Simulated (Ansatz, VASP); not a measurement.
Ag: VASP beside Ansatz

```
Ag
1.0
     0.00000    2.05663    2.05663
     2.05663    0.00000    2.05663
     2.05663    2.05663    0.00000
Ag
1
Direct
  0.00000 0.00000 0.00000
```

Change from the starting cell: volume scaled by 1.02.

Alike in both runs: task single point; functional PBEsol; k mesh 15 × 15 × 15; occupations fermi-dirac, width 0.03 eV; no spin polarisation.

|  | VASP | Ansatz |
| --- | --- | --- |
| version | VASP 6.6.1 | Ansatz 0.2.0 |
| potentials or method | VASP PAW PBE potentials, release 64 (Ag), cutoff 520 eV | all-electron LAPW, scalar-relativistic |

Ansatz gave:

* pressure (GPa): -4.7

Task: What did VASP give for the same quantities?

Result: Pressure (GPa): -4.9.

VASP's potentials were made for PBE, not for PBEsol. Ansatz ran all-electron here, and VASP with PAW potentials.
